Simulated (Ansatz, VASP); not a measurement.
Two plane-wave programs on CaB6

```
Ca B
1.0
     4.14376    0.00000    0.00000
     0.00000    4.14376    0.00000
     0.00000    0.00000    4.14376
Ca B
1 6
Cartesian
  0.0000 0.0000 0.0000
  0.8345 2.0719 2.0719
  2.0719 0.8345 2.0719
  3.3092 2.0719 2.0719
  2.0719 3.3092 2.0719
  2.0719 2.0719 0.8345
  2.0719 2.0719 3.3092
```

Change from the starting cell: species swapped into the GdB6 type (Pm-3m, No. 221).

Alike in both runs: functional PBE; k mesh 4 × 4 × 4; occupations gaussian, width 0.2 eV; no spin polarisation.

Ansatz relaxed the structure, and its values are those at the end. VASP's run is a single point on that final structure, the one shown.

```csv
,VASP,Ansatz
version,VASP 6.6.1,Ansatz 0.2.0
potentials or method,"VASP PAW PBE potentials, release 64 (Ca_sv, B), cutoff 520 eV","scalar-relativistic, plane waves, PAW"
valence electrons in the cell,28,28
```

```csv
,VASP,Ansatz,Ansatz less VASP
gap on the k mesh at the Fermi level (eV),0.15,0.15,-0.002
least direct gap on the mesh (eV),0.15,0.15,-0.002
pressure (GPa),0.3,0.2,-0.12
rms of the force components (eV/Å),0.012,0.004,-0.0085
```
